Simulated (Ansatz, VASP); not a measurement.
Ti: VASP beside Ansatz

File POSCAR:

```
Ti
1.0
    1.6185514997     -5.1343778691      0.0000000000
    1.6185514997      5.1343778691      0.0000000000
    0.0000000000      0.0000000000      4.2835381079
Ti
4
Direct
    0.0980000000      0.9020000000      0.9100000000
    0.5980000000      0.4020000000      0.5900000000
    0.9020000000      0.0980000000      0.0900000000
    0.4020000000      0.5980000000      0.4100000000
```

Contents of INCAR.step1:

```
SYSTEM = Ti
PREC     = Accurate       ! precision mode
ENCUT    = 520            ! plane-wave cutoff, eV
ISMEAR   = 0              ! smearing method
SIGMA    = 0.1            ! smearing width, eV
LREAL    = .FALSE.        ! projectors in reciprocal space
LASPH    = .TRUE.         ! aspherical terms in the spheres
NELM     = 80             ! most SCF steps
NBANDS   = 32             ! bands
GGA      = PE             ! functional
ALGO     = Normal         ! electronic algorithm
EDIFF    = 1E-4           ! SCF threshold, eV
LWAVE    = .TRUE.         ! write WAVECAR
LCHARG   = .FALSE.        ! write CHGCAR
```

File INCAR.step2:

```
SYSTEM = Ti
PREC     = Accurate       ! precision mode
ENCUT    = 520            ! plane-wave cutoff, eV
EDIFF    = 1E-6           ! SCF threshold, eV
ISMEAR   = 0              ! smearing method
SIGMA    = 0.1            ! smearing width, eV
LREAL    = .FALSE.        ! projectors in reciprocal space
LASPH    = .TRUE.         ! aspherical terms in the spheres
NELM     = 80             ! most SCF steps
ALGO     = Normal         ! electronic algorithm
ISIF     = 2              ! what is computed and relaxed
LWAVE    = .FALSE.        ! write WAVECAR
LCHARG   = .FALSE.        ! write CHGCAR
METAGGA  = R2SCAN         ! meta-GGA
LMIXTAU  = .TRUE.       
NBANDS   = 32             ! bands
ISTART   = 1
```

KPOINTS

```
regular mesh
0
G
  6 6 4
  0 0 0
```

Input for Ansatz:

```yaml
crystal:
  lattice:
    - [1.6185514997, -5.1343778691, 0.0]
    - [1.6185514997, 5.1343778691, 0.0]
    - [0.0, 0.0, 4.2835381079]
  atoms:
    - { symbol: Ti, position: [0.098, 0.902, 0.91] }
    - { symbol: Ti, position: [0.598, 0.402, 0.59] }
    - { symbol: Ti, position: [0.902, 0.098, 0.09] }
    - { symbol: Ti, position: [0.402, 0.598, 0.41] }
basis:
  ecutwfc: 500
kpoints:
  mp_grid: { grid: [6, 6, 4] }
hamiltonian:
  xc: r2scan
scf:
  occupations: { method: gaussian, width: 0.1 }
  lower_state_search: "off"
output:
  forces: true
  stress: true
  eigenvalues: true
```

Alike in both runs: task single point; functional r2SCAN; k mesh 6 × 6 × 4; occupations gaussian, width 0.1 eV; no spin polarisation.

```csv
,VASP,Ansatz
version,VASP 6.6.1,Ansatz 0.2.0
potentials or method,"VASP PAW PBE potentials, release 64 (Ti_sv), cutoff 520 eV","scalar-relativistic, plane waves, PAW"
valence electrons in the cell,48,48
```

|  | VASP | Ansatz | Ansatz less VASP |
| --- | --- | --- | --- |
| gap on the k mesh at the Fermi level (eV) | none | none | - |
| pressure (GPa) | 7.9 | 5.8 | -2.15 |
| traceless stress, the component that is largest in VASP (GPa) | -3.20 | -2.56 | +0.641 |
| rms of the force components (eV/Å) | 2.146 | 1.983 | -0.1634 |

VASP's potentials were made for PBE, not for r2SCAN. Atom by atom the forces differ by 0.164 eV/Å (rms over components). A gap of «none» marks a metal or a gap that the smearing closes. With one functional, cell and mesh, what is left measures potentials, basis and numerics.

The k mesh is coarse, so the values compare programs but aren't converged.
